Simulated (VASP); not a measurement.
A run of VASP 6.6.1 is set up as follows.

The input INCAR:

```
  PREC = Accurate
  ENCUT = 520
  EDIFF = 1E-6
  ISMEAR = 0
  SIGMA = 0.02
  LREAL = Auto
  LASPH = True
  NELM = 60
  ALGO = Normal
  ISIF = 2
  LWAVE = False
  LCHARG = False
  GGA = PE
  NBANDS = 48
```

File KPOINTS:

```
regular mesh
0
Gamma
  2 2 2
```

File POSCAR:

```
Si
1.0
    0.0000000000      5.4300000000      5.4300000000
    5.4300000000      0.0000000000      5.4300000000
    5.4300000000      5.4300000000      0.0000000000
Si
17
Direct
   -0.0087666667     -0.0010079190     -0.0013189687
    0.0890089319      0.1368212707      0.1365096685
   -0.0087638122     -0.0010105893      0.5099431860
    0.1313255985      0.1133092081      0.6271081031
   -0.0087627072      0.5102549724     -0.0013225599
    0.1313262431      0.6274194291      0.1129986188
    0.0452179558      0.4847498158      0.4844391344
    0.1313287293      0.6274158379      0.6271031308
    0.4632935543      0.0120589319      0.0117482505
    0.6194894107      0.1182290055      0.1179179558
    0.5093465009     -0.0229953039      0.5062523941
    0.6194912523      0.1182280847      0.6432126151
    0.5093466851      0.5065634438     -0.0233037753
    0.6194918969      0.6435233886      0.1179167587
    0.5093481584      0.5065564457      0.5062426335
    0.6718838858      0.6091918048      0.6088835175
    0.4480202578      0.3504762431      0.3501705341
```

Potentials or basis: VASP PAW PBE potentials, release 64 (Si).

Launch:

```bash
$ cat potpaw_PBE.64/Si/POTCAR > POTCAR
$ mpirun -np 1 vasp_std > vasp.out
```

Question: Estimate the largest force.

Answer: 0.517 eV/Å.

Question: What does it give for the pressure?

Answer: 4.8 GPa.

Question: Predict the band gap on the k mesh.

Answer: Zero (band 34 reaches 6.87 eV, above the bottom of band 35 at 6.76 eV).

Forces on the atoms (eV/Å):
```
Si  -0.006  0.028  0.028
Si  -0.091  0.090  0.090
Si  -0.027  0.006  0.029
Si   0.002 -0.002  0.012
Si  -0.027  0.029  0.006
Si   0.002  0.012 -0.002
Si   0.033 -0.034 -0.034
Si  -0.011 -0.002 -0.002
Si  -0.078  0.076  0.076
Si   0.016  0.036  0.036
Si  -0.010  0.011  0.039
Si  -0.036 -0.016  0.037
Si  -0.010  0.039  0.011
Si  -0.036  0.037 -0.016
Si  -0.040  0.009  0.009
Si   0.021 -0.020 -0.020
Si   0.298 -0.298 -0.298
```

Caveat: the k points lie up to 0.50 Å⁻¹ apart.
